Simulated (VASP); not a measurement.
# Zr (P6_3/mmc) in VASP: a series of runs, part 2 of 2

VASP 6.6.1. Earlier steps stand in the parts before.

### 4 Relaxation of cell and atoms, PBEsol, target pressure 10 GPa, at which the enthalpy is minimised

File INCAR:

```
SYSTEM = Zr
PREC = Accurate ; ENCUT = 600
EDIFF = 1E-6 ; ISMEAR = -1
SIGMA = 0.05 ; LREAL = .FALSE.
LASPH = .TRUE. ; NELM = 80
ALGO = Normal ; ISIF = 3
LWAVE = .FALSE. ; LCHARG = .FALSE.
GGA = PS ; IBRION = 2
NSW = 80 ; EDIFFG = -0.005
PSTRESS = 100.0
```

File KPOINTS:

```
regular mesh
0
G
  9 9 5
  0 0 0
```

File POSCAR:

```
Zr
1.0
    3.2320000000      0.0000000000      0.0000000000
   -1.6160000000      2.7989941050      0.0000000000
    0.0000000000      0.0000000000      5.1470000000
Zr
2
Direct
    0.6666666667      0.3333333333      0.7500000000
    0.3333333333      0.6666666667      0.2500000000
```

Potentials or basis: VASP PAW PBE potentials, release 64 (Zr_sv).

The run is started by

```
$ cat potpaw_PBE.64/Zr_sv/POTCAR > POTCAR
$ mpirun -np 1 vasp_std > vasp.out
```

OUTCAR:

```text
SYSTEM = Zr
   PREC = Accurate
   ENCUT = 600
   EDIFF = 1E-6
   ISMEAR = -1
   LREAL = .FALSE.
   LASPH = .TRUE.
   NELM = 80
   ISIF = 3
   GGA = PS
   IBRION = 2
   NSW = 80
   EDIFFG = -0.005
   PSTRESS = 100.0

 ion  position               nearest neighbor table
   1  0.667  0.333  0.750-   2 3.18   2 3.18   2 3.18   2 3.18   2 3.18   2 3.18
   2  0.333  0.667  0.250-   1 3.18   1 3.18   1 3.18   1 3.18   1 3.18   1 3.18

  LATTYP: Found a hexagonal cell.
 ALAT       =     3.2320000000
 C/A-ratio  =     1.5925123762

  Lattice vectors:

 A1 = (   3.2320000000,   0.0000000000,   0.0000000000)
 A2 = (  -1.6160000000,   2.7989941050,   0.0000000000)
 A3 = (   0.0000000000,   0.0000000000,   5.1470000000)

Analysis of symmetry for initial positions (statically):
=====================================================================
 Subroutine PRICEL returns:
 Original cell was already a primitive cell.

 Routine SETGRP: Setting up the symmetry group for a
 hexagonal supercell.

 Subroutine GETGRP returns: Found 24 space group operations
 (whereof 12 operations were pure point group operations)
 out of a pool of 24 trial point group operations.

The static configuration has the point symmetry D_3d.
 The point group associated with its full space group is D_6h.

Analysis of symmetry for dynamics (positions and initial velocities):
=====================================================================
 Subroutine PRICEL returns:
 Original cell was already a primitive cell.

 Routine SETGRP: Setting up the symmetry group for a
 hexagonal supercell.

 Subroutine GETGRP returns: Found 24 space group operations
 (whereof 12 operations were pure point group operations)
 out of a pool of 24 trial point group operations.

The dynamic configuration has the point symmetry D_3d.
 The point group associated with its full space group is D_6h.

 Subroutine INISYM returns: Found 24 space group operations
 (whereof 12 operations are pure point group operations),
 and found     1 'primitive' translations

----------------------------------------------------------------------------------------

                                     Primitive cell

  volume of cell :      46.5616

  direct lattice vectors                    reciprocal lattice vectors
     3.232000000  0.000000000  0.000000000     0.309405941  0.178635603  0.000000000
    -1.616000000  2.798994105  0.000000000     0.000000000  0.357271206  0.000000000
     0.000000000  0.000000000  5.147000000     0.000000000  0.000000000  0.194287935

  length of vectors
     3.232000000  3.232000000  5.147000000     0.357271206  0.357271206  0.194287935

  position of ions in fractional coordinates (direct lattice)
     0.666666667  0.333333333  0.750000000
     0.333333333  0.666666667  0.250000000

  ion indices of the primitive-cell ions
   primitive index   ion index
                 1           1
                 2           2

----------------------------------------------------------------------------------------

 KPOINTS: regular mesh

Automatic generation of k-mesh.
 Grid dimensions read from file:
 generate k-points for:    9    9    5

 Generating k-lattice:

  Cartesian coordinates                     Fractional coordinates (reciprocal lattice)
     0.034378438  0.019848400  0.000000000     0.111111111  0.000000000  0.000000000
     0.000000000  0.039696801  0.000000000     0.000000000  0.111111111  0.000000000
     0.000000000  0.000000000  0.038857587     0.000000000  0.000000000  0.200000000

  Length of vectors
     0.039696801  0.039696801  0.038857587

  Shift w.r.t. Gamma in fractional coordinates (k-lattice)
     0.000000000  0.000000000  0.000000000

 Subroutine IBZKPT returns following result:
 ===========================================

 Found     36 irreducible k-points:

 Following reciprocal coordinates:
            Coordinates               Weight
  0.000000  0.000000  0.000000      1.000000
  0.111111  0.000000  0.000000      6.000000
  0.222222  0.000000  0.000000      6.000000
  0.333333  0.000000  0.000000      6.000000
  0.444444  0.000000  0.000000      6.000000
  0.111111  0.111111  0.000000      6.000000
[... 16 lines left out ...]
  0.333333  0.222222  0.200000     24.000000
  0.333333  0.333333  0.200000      4.000000
 [... further k-points ...]
   k-points           NKPTS =     36   k-points in BZ     NKDIM =     36   number of bands    NBANDS=     16
   number of dos      NEDOS =    301   number of ions     NIONS =      2
   total plane-waves  NPLWV =  32928
   dimension x,y,z NGX =    28 NGY =   28 NGZ =   42
   dimension x,y,z NGXF=    56 NGYF=   56 NGZF=   84
   ions per type =               2
   NGX,Y,Z   is equivalent  to a cutoff of  14.40, 14.40, 13.57 a.u.
   NGXF,Y,Z  is equivalent  to a cutoff of  28.80, 28.80, 27.13 a.u.
 SYSTEM =  Zr
   PREC   = accura    normal or accurate (medium, high low for compatibility)
   ISTART =      0    job   : 0-new  1-cont  2-samecut
   ICHARG =      2    charge: 1-file 2-atom 10-const
   ISPIN  =      1    spin polarized calculation?
   LNONCOLLINEAR =      F non collinear calculations
   LSORBIT =      F    spin-orbit coupling
   LASPH  =      T    aspherical Exc in radial PAW
   ENCUT  =  600.0 eV  44.10 Ry    6.64 a.u.   6.46  6.46 10.28*2*pi/ulx,y,z
   NELM   =     80;   NELMIN=  2; NELMDL= -5     # of ELM steps
   EDIFF  = 0.1E-05   stopping-criterion for ELM
   LREAL  =      F    real-space projection
   EDIFFG = -.5E-02   stopping-criterion for IOM
   NSW    =     80    number of steps for IOM
   IBRION =      2    ionic relax: 0-MD 1-quasi-New 2-CG
   NFREE  =      1    steps in history (QN), initial steepest desc. (CG)
   ISIF   =      3    stress and relaxation
   ISYM   =      2    0-nonsym 1-usesym 2-fastsym
   POTIM  = 0.5000    time-step for ionic-motion
   TEBEG  =    0.0;   TEEND  =   0.0 temperature during run
   PSTRESS=  100.0 pullay stress
   NELECT =      24.0000    total number of electrons
   NUPDOWN=      -1.0000    fix difference up-down
   EMIN   =  10.00;   EMAX   =-10.00  energy-range for DOS
   EFERMI =   0.00;   METHOD = LEGACY
   ISMEAR =    -1;   SIGMA  =   0.05  broadening in eV -4-tet -1-fermi 0-gaus
   EFERMI_NEDOS =   21; number of points for ismear=-14 and -15
   IALGO  =     38    algorithm
   IMIX   =      4    mixing-type and parameters
     AMIX     =   0.40;   BMIX     =  1.00
     AMIX_MAG =   1.60;   BMIX_MAG =  1.00
  volume/ion in A,a.u.               =      23.28       157.11
  Fermi-wavevector in a.u.,A,eV,Ry     =   1.312611  2.480475 23.442130  1.722948
  Thomas-Fermi vector in A             =   2.442991
   LORBIT       =      0    0 simple, 1 ext, 2 COOP (PROOUT), +10 PAW based schemes
   GGA     = PS    functional components
   LHFCALC =     F    Hartree Fock is set to
   AEXX    =    0.0000 exact exchange contribution
   IVDW    =     0    specifies the selected vdW correction
   LEPSILON=     F    determine dielectric tensor
   LRPA    =     F    only Hartree local field effects (RPA)
 conjugate gradient relaxation of ions
 non-spin polarized calculation
  energy-cutoff  :      600.00
  volume of cell :       46.56
 maximum number of plane-waves:      1572
 NGX is ok and might be reduce to    28
   NGX = 13   NGY = 13   NGZ = 21

--------------------------------------- Ionic step        1  -------------------------------------------

 number of electron      24.0000000 magnetization

 Free energy of the ion-electron system (eV)
  ---------------------------------------------------
  ext. energy  EPLUGINS =         0.00000000
  ---------------------------------------------------
  free energy    TOTEN  =       -18.15954408 eV

  energy without entropy =      -18.14286756  energy(sigma->0) =      -18.15120582

 E-fermi :   8.8765     XC(G=0): -11.2025

 val. band max:        8.8620597118   @ k =   0.3333   0.3333   0.4000
 cond. band min:       8.8915942599   @ k =   0.0000   0.0000   0.4000
 fundamental gap:      0.0295345481
 Fermi energy:         8.8764521214

 k-point     1 :       0.0000    0.0000    0.0000
  band No.  band energies     occupation
      1     -39.8733      2.00000
      2     -39.7171      2.00000
      3     -18.4281      2.00000
      4     -17.5490      2.00000
      5     -17.5490      2.00000
      6     -17.4102      2.00000
[... 556 lines left out ...]
  energy  without entropy=      -18.0592031747  energy(sigma->0) =      -18.06773449

  enthalpy is  TOTEN    =       -15.4916411968 eV   P V=        2.5846246152

[... ionic steps 4 to 8 ...]

--------------------------------------- Ionic step        9  -------------------------------------------

 number of electron      24.0000000 magnetization

------------------------ aborting loop because EDIFF is reached ----------------------------------------
[... 71 lines left out ...]
--------------------------------------- Ionic step       11  -------------------------------------------

 number of electron      24.0000000 magnetization

 Free energy of the ion-electron system (eV)
  ---------------------------------------------------
  ext. energy  EPLUGINS =         0.00000000
  ---------------------------------------------------
  free energy    TOTEN  =       -18.06291129 eV

  energy without entropy =      -18.04479779  energy(sigma->0) =      -18.05385454

 E-fermi :  10.3086     XC(G=0): -11.7825

 val. band max:       10.2991175015   @ k =   0.2222   0.2222   0.4000
 cond. band min:      10.3116185893   @ k =   0.2222   0.1111   0.4000
 fundamental gap:      0.0125010878
 Fermi energy:        10.3085718643

 k-point     1 :       0.0000    0.0000    0.0000
  band No.  band energies     occupation
      1     -38.2082      2.00000
      2     -37.9715      2.00000
      3     -16.9792      2.00000
      4     -15.6973      2.00000
      5     -15.6973      2.00000
      6     -15.5480      2.00000
[... 480 lines left out ...]
  energy  without entropy=      -18.0447977850  energy(sigma->0) =      -18.05385454

  enthalpy is  TOTEN    =       -15.4959163529 eV   P V=        2.5669949329

 reached required accuracy - stopping structural energy minimisation
```

OSZICAR:

```text
N       E                     dE             d eps       ncg     rms          rms(c)
DAV:   1     0.228346255104E+03    0.22835E+03   -0.14690E+04  1152   0.166E+03
DAV:   2    -0.434606554439E+01   -0.23269E+03   -0.23086E+03  1480   0.433E+02
DAV:   3    -0.187146117745E+02   -0.14369E+02   -0.14284E+02  2216   0.818E+01
[... 90 lines left out ...]
DAV:   2    -0.180629828743E+02    0.47166E-03   -0.16040E-03  1400   0.392E-01    0.792E-02
DAV:   3    -0.180628761160E+02    0.10676E-03   -0.61450E-04  1712   0.193E-01    0.459E-02
DAV:   4    -0.180628949217E+02   -0.18806E-04   -0.54409E-05  1416   0.371E-02    0.192E-02
DAV:   5    -0.180629106886E+02   -0.15767E-04   -0.39895E-05  1736   0.377E-02    0.759E-03
DAV:   6    -0.180629112858E+02   -0.59713E-06   -0.15349E-06   816   0.107E-02
  11 F= -.15495916E+02 E0= -.15486860E+02  d E =-.235407E-04
```

It took 5.3 min on 1 thread of Intel Xeon Platinum 8259CL at 2.50GHz (Skylake/Cascade Lake), shared host; peak memory 0.19 GiB.

What came out:

```
Free energy                                            : -18.0629 eV
Relaxed volume                                         : 20.56 Å³/atom
Relaxed cell                                           : a = 3.076 Å, b = 3.076 Å, c = 5.020 Å, α = 90.00°, β = 90.00°, γ = 120.00°
Space group after relaxing (to 0.05 Å)                 : P6_3/mmc (No. 194)
Energy change on relaxing (the enthalpy is what falls) : +48.3 meV/atom
Ionic steps                                            : 11
Pressure after relaxing                                : 10.0 GPa
Band gap on the k mesh                                 : zero (band 12 reaches 11.22 eV, above the bottom of band 13 at 10.10 eV)
```

The path:
| step | energy change (eV) | largest force (eV/Å) | pressure (GPa) | volume (Å³) |
| --- | --- | --- | --- | --- |
| 1 | 0.0000 | 0.0000 | -3.22 | 46.56 |
| 2 | 1.0051 | 0.0000 | 38.76 | 34.78 |
| 3 | 0.0833 | 0.0000 | 9.44 | 41.41 |
| 4 | 0.0935 | 0.0000 | 9.95 | 41.24 |
| 5 | 0.0999 | 0.0000 | 10.27 | 41.14 |
| 6 | 0.0987 | 0.0000 | 10.19 | 41.11 |
| 7 | 0.0995 | 0.0000 | 10.15 | 41.08 |
| 8 | 0.0997 | 0.0000 | 10.15 | 41.08 |
| 9 | 0.0998 | 0.0000 | 10.15 | 41.08 |
| 10 | 0.0924 | 0.0000 | 9.79 | 41.20 |
| 11 | 0.0966 | 0.0000 | 9.99 | 41.13 |

Final structure:
```
Zr
1.0
     3.07586    0.00000    0.00000
    -1.53793    2.66377    0.00000
     0.00000    0.00000    5.01963
Zr
2
Direct
  0.66667 0.33333 0.75000
  0.33333 0.66667 0.25000
```

Levels at points of the mesh, in eV from the Fermi level:
```csv
k point,band 8,band 9,band 10,band 11,band 12,band 13,band 14,band 15,band 16
"(0.00, 0.00, 0.00)",-25.82,-5.85,-3.38,0.82,0.91,0.91,1.53,1.67,1.67
```

Caveat: the cell is relaxed towards a set pressure, so the enthalpy falls and the energy may rise; the PAW data sets were made with another functional, which shifts forces and pressure a little.

### 5 Relaxation of cell and atoms, PBEsol, target pressure 20 GPa, at which the enthalpy is minimised

File INCAR:

```
SYSTEM = Zr
PREC = Accurate
ENCUT = 600
EDIFF = 1E-6
ISMEAR = -1
SIGMA = 0.05
LREAL = .FALSE.
LASPH = .TRUE.
NELM = 80
ALGO = Normal
ISIF = 3
LWAVE = .FALSE.
LCHARG = .FALSE.
GGA = PS
IBRION = 2
NSW = 80
EDIFFG = -0.005
PSTRESS = 200.0
```

KPOINTS is that of step 4.

POSCAR is that of step 4.

The run is started by

```
$ cat potpaw_PBE.64/Zr_sv/POTCAR > POTCAR
$ mpirun -np 1 vasp_std > vasp.out
```

It took 8.8 min on 1 thread of Intel Xeon Platinum 8259CL at 2.50GHz (Skylake/Cascade Lake), shared host; peak memory 0.2 GiB.

It converged, with:

```
Free energy                                            : -17.8073 eV
Relaxed volume                                         : 19.17 Å³/atom
Relaxed cell                                           : a = 2.995 Å, b = 2.995 Å, c = 4.935 Å, α = 90.00°, β = 90.00°, γ = 120.00°
Space group after relaxing (to 0.05 Å)                 : P6_3/mmc (No. 194)
Energy change on relaxing (the enthalpy is what falls) : +176.1 meV/atom
Ionic steps                                            : 22
Pressure after relaxing                                : 20.0 GPa
Band gap on the k mesh                                 : zero (band 12 reaches 12.11 eV, above the bottom of band 13 at 11.02 eV)
```

The path:
| step | energy change (eV) | largest force (eV/Å) | pressure (GPa) | volume (Å³) |
| --- | --- | --- | --- | --- |
| 1 | 0.0000 | 0.0000 | -3.22 | 46.56 |
| 2 | 4.1822 | 0.0000 | 107.47 | 27.32 |
| 3 | 0.2544 | 0.0000 | 16.60 | 39.29 |
| 4 | 0.3344 | 0.0000 | 19.41 | 38.58 |
| 5 | 0.3532 | 0.0000 | 20.03 | 38.42 |
| 6 | 0.3521 | 0.0000 | 20.06 | 38.36 |
| 7 | 0.3549 | 0.0000 | 20.12 | 38.32 |
| 8 | 0.3554 | 0.0000 | 20.13 | 38.32 |
| 9 | 0.3557 | 0.0000 | 20.13 | 38.32 |
| 10 | 0.3452 | 0.0000 | 19.78 | 38.40 |
| 11 | 0.3518 | 0.0000 | 20.00 | 38.35 |
| 12 | 0.3519 | 0.0000 | 19.99 | 38.35 |
| 13 | 0.3538 | 0.0000 | 20.06 | 38.33 |
| 14 | 0.3523 | 0.0000 | 20.06 | 38.34 |
| 15 | 0.3520 | 0.0000 | 20.05 | 38.35 |
| 16 | 0.3504 | 0.0000 | 20.00 | 38.36 |
| 17 | 0.3494 | 0.0000 | 19.95 | 38.37 |
| 18 | 0.3499 | 0.0000 | 19.93 | 38.36 |
| 19 | 0.3503 | 0.0000 | 19.94 | 38.36 |
| 20 | 0.3504 | 0.0000 | 19.94 | 38.36 |
| 21 | 0.3504 | 0.0000 | 19.95 | 38.36 |
| 22 | 0.3522 | 0.0000 | 20.01 | 38.35 |

Final structure:
```
CELL_PARAMETERS angstrom
2.99527 0.00000 0.00000
-1.49764 2.59398 0.00000
0.00000 0.00000 4.93522
ATOMIC_POSITIONS crystal
Zr 0.66667 0.33333 0.75000
Zr 0.33333 0.66667 0.25000
```

Levels at points of the mesh, in eV from the Fermi level:
```csv
k point,band 8,band 9,band 10,band 11,band 12,band 13,band 14,band 15,band 16
"(0.00, 0.00, 0.00)",-25.56,-5.90,-3.56,0.71,0.93,0.93,1.74,1.74,1.83
```

Caveat: the cell is relaxed towards a set pressure, so the enthalpy falls and the energy may rise; the volume moved by over 15 % at a fixed basis, so the end points are rough; the PAW data sets were made with another functional, which shifts forces and pressure a little.

### 6 Relaxation of cell and atoms, PBEsol, target pressure 30 GPa, at which the enthalpy is minimised

File INCAR:

```
PREC = Accurate
ENCUT = 600
EDIFF = 1E-6
ISMEAR = -1
SIGMA = 0.05
LREAL = F
LASPH = T
NELM = 100
ALGO = Normal
ISIF = 3
LWAVE = F
LCHARG = F
GGA = PS
IBRION = 2
NSW = 80
EDIFFG = -0.005
PSTRESS = 300.0
```

File KPOINTS:

```
Automatic mesh
0
Gamma
  9 9 5
```

POSCAR is that of step 5.

Potentials or basis: VASP PAW PBE potentials, release 64 (Zr_sv).

The run is started by

```
$ cat potpaw_PBE.64/Zr_sv/POTCAR > POTCAR
$ mpirun -np 1 vasp_std > vasp.out
```

Wall time 8.5 min (1 thread of Intel Xeon Platinum 8259CL at 2.50GHz (Skylake/Cascade Lake), shared host); peak memory 0.21 GiB.

The run converged. Its results:

```yaml
Free_energy: -17.4791 eV
Relaxed_volume: 18.11 Å³/atom
Relaxed_cell: a = 2.932 Å, b = 2.932 Å, c = 4.865 Å, α = 90.00°, β = 90.00°, γ = 120.00°
Space_group_after_relaxing_to_0.05_Å: P6_3/mmc (No. 194)
Energy_change_on_relaxing_the_enthalpy_is_what_falls: +340.2 meV/atom
Ionic_steps: 21
Pressure_after_relaxing: 30.0 GPa
Band_gap_on_the_k_mesh: zero (band 12 reaches 12.96 eV, above the bottom of band 13 at 11.80 eV)
```

Step by step:
```tsv
step	energy change (eV)	largest force (eV/Å)	pressure (GPa)	volume (Å³)
1	0.0000	0.0000	-3.22	46.56
2	10.9331	0.0000	259.97	21.02
3	0.4316	0.0000	22.59	37.84
4	0.6043	0.0000	27.84	36.73
5	0.6814	0.0000	30.06	36.31
6	0.6808	0.0000	30.16	36.24
7	0.6862	0.0000	30.19	36.20
8	0.6867	0.0000	30.19	36.20
9	0.6872	0.0000	30.19	36.19
10	0.6668	0.0000	29.63	36.30
11	0.6802	0.0000	29.99	36.23
12	0.6805	0.0000	29.98	36.23
13	0.6838	0.0000	30.09	36.21
14	0.6812	0.0000	30.08	36.22
15	0.6807	0.0000	30.07	36.23
16	0.6780	0.0000	29.99	36.24
17	0.6762	0.0000	29.93	36.25
18	0.6771	0.0000	29.90	36.25
19	0.6777	0.0000	29.92	36.24
20	0.6779	0.0000	29.92	36.24
21	0.6805	0.0000	30.00	36.23
```

Final structure:
```cif
data_structure
_symmetry_space_group_name_H-M 'P 1'
_symmetry_Int_Tables_number 1
_cell_length_a 2.9325
_cell_length_b 2.9325
_cell_length_c 4.8647
_cell_angle_alpha 90.000
_cell_angle_beta 90.000
_cell_angle_gamma 120.000
_cell_volume 36.23
loop_
_atom_site_label
_atom_site_type_symbol
_atom_site_fract_x
_atom_site_fract_y
_atom_site_fract_z
_atom_site_occupancy
Zr1 Zr 0.66667 0.33333 0.75000 1
Zr2 Zr 0.33333 0.66667 0.25000 1
```

Levels at points of the mesh, in eV from the Fermi level:
```tsv
k point	band 10	band 11	band 12	band 13	band 14	band 15
(0.00, 0.00, 0.00)	-3.69	0.63	0.95	0.95	1.80	1.80
```

Caveat: the cell is relaxed towards a set pressure, so the enthalpy falls and the energy may rise; the volume moved by over 15 % at a fixed basis, so the end points are rough; the PAW data sets were made with another functional, which shifts forces and pressure a little.

### 7 Overview

```tsv
cell	gap on the mesh (eV)	pressure (GPa)
relaxed	none	0.0
relaxed to 5 GPa	none	5.0
relaxed to 10 GPa	none	10.0
relaxed to 20 GPa	none	20.0
relaxed to 30 GPa	none	30.0
```

Alike in all rows: task relaxation of cell and atoms; level PBEsol; potentials or basis VASP PAW PBE potentials, release 64 (Zr_sv); no spin polarisation; k mesh 9 × 9 × 5; cutoff (eV) 600; smearing fermi-dirac 0.05 eV.

Caveats: the PAW data sets were made with another functional, which shifts forces and pressure a little; the cell is relaxed towards a set pressure, so the enthalpy falls and the energy may rise (some runs); the volume moved by over 15 % at a fixed basis, so the end points are rough (some runs).

Total energies depend on the potentials used, so only differences within one code and one set of settings carry meaning.
